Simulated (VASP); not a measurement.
Set up this calculation in VASP 6.6.1, as the native input.

| Quantity | Value |
| --- | --- |
| Task | single point |
| Functional | PBE |
| Potentials or basis | VASP PAW PBE potentials, release 64 (Ti_sv, S) |
| Cutoff | 520 eV |
| k mesh | 3 × 3 × 3 |
| Occupations | fermi-dirac, width 0.05 eV |
| Spin | no spin polarisation |
| Dipole correction | no |
| Further INCAR settings | ALGO = Normal; EDIFF = 1e-06; NBANDS = 32 |

The structure of Ti3S2 lies in POSCAR:

```
Ti3S2
1.0
    2.7131140000      1.5664170000      3.2376180000
   -2.7131140000      1.5664170000      3.2376180000
    0.0000000000     -3.1328340000      3.2376180000
Ti S
3 2
Direct
    0.3356550000      0.6643450000      0.0000000000
    0.6643450000      0.0000000000      0.3356550000
    0.0000000000      0.3356550000      0.6643450000
    0.8321610000      0.8321610000      0.8321610000
    0.1678390000      0.1678390000      0.1678390000
```

The input as run:

INCAR

```
SYSTEM = Ti3S2
  PREC = Accurate
  ENCUT = 520
  EDIFF = 1E-6
  ISMEAR = -1
  SIGMA = 0.05
  LREAL = .False.
  LASPH = .True.
  NELM = 60
  ALGO = Normal
  ISIF = 2
  LWAVE = .False.
  LCHARG = .False.
  GGA = PE
  NBANDS = 32
```

KPOINTS

```
Automatic mesh
0
Gamma
  3 3 3
  0 0 0
```

Potentials or basis: VASP PAW PBE potentials, release 64 (Ti_sv, S).

Run with:

```bash
$ cat potpaw_PBE.64/Ti_sv/POTCAR potpaw_PBE.64/S/POTCAR > POTCAR
$ mpirun -np 1 vasp_std > vasp.out
```

Results of the run:

| Property | Result |
| --- | --- |
| Pressure | 0.5 GPa |
| Largest force | 0.007 eV/Å |
| Band gap on the k mesh | zero (band 24 reaches 8.61 eV, above the bottom of band 25 at 8.52 eV) |

Caveat: the k points lie up to 0.50 Å⁻¹ apart.

Run time: 9.5 s on 1 thread of Intel(R) Xeon(R) 6975P-C (Granite Rapids), with other jobs on the host, peak memory 0.2 GiB.
